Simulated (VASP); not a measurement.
Zr2N, 6 atoms in the cell. It takes space group P4_2/mnm (No. 136, tetragonal). The conventional cell has a = 5.413 Å, b = 5.413 Å, c = 3.308 Å, α = 90.00°, β = 90.00°, γ = 90.00°. Within 3.0 Å of Zr (site symmetry m2m) lie 3 N at 2.27 Å. Within 3.0 Å of N (site symmetry mmm) lie 6 Zr at 2.27 Å. 

| Quantity | Value |
| --- | --- |
| Program | VASP 6.6.1 |
| Task | single point |
| Functional | r2SCAN |
| Potentials or basis | VASP PAW PBE potentials, release 64 (Zr_sv, N) |
| Cutoff | 520 eV |
| k mesh | 2 × 2 × 4 |
| Occupations | gaussian, width 0.1 eV |
| Spin | no spin polarisation |
| Dipole correction | no |
| Further INCAR settings | ALGO = Normal; EDIFF = 1e-07; NBANDS = 38 |

Potentials or basis: VASP PAW PBE potentials, release 64 (Zr_sv, N).

Launch:

```console
$ cat potpaw_PBE.64/Zr_sv/POTCAR potpaw_PBE.64/N/POTCAR > POTCAR
$ cp INCAR.step1 INCAR
$ mpirun -np 1 vasp_std > vasp.out
$ cp INCAR.step2 INCAR
$ mpirun -np 1 vasp_std > vasp.out
```

Hardware: 1 thread of Intel Xeon 8259CL, on a shared host.

Question: How long does it take, and how much memory?

Answer: Run time: 4 min on 1 thread of Intel Xeon 8259CL, on a shared host, peak memory 0.22 GiB. Counts: k points 9.
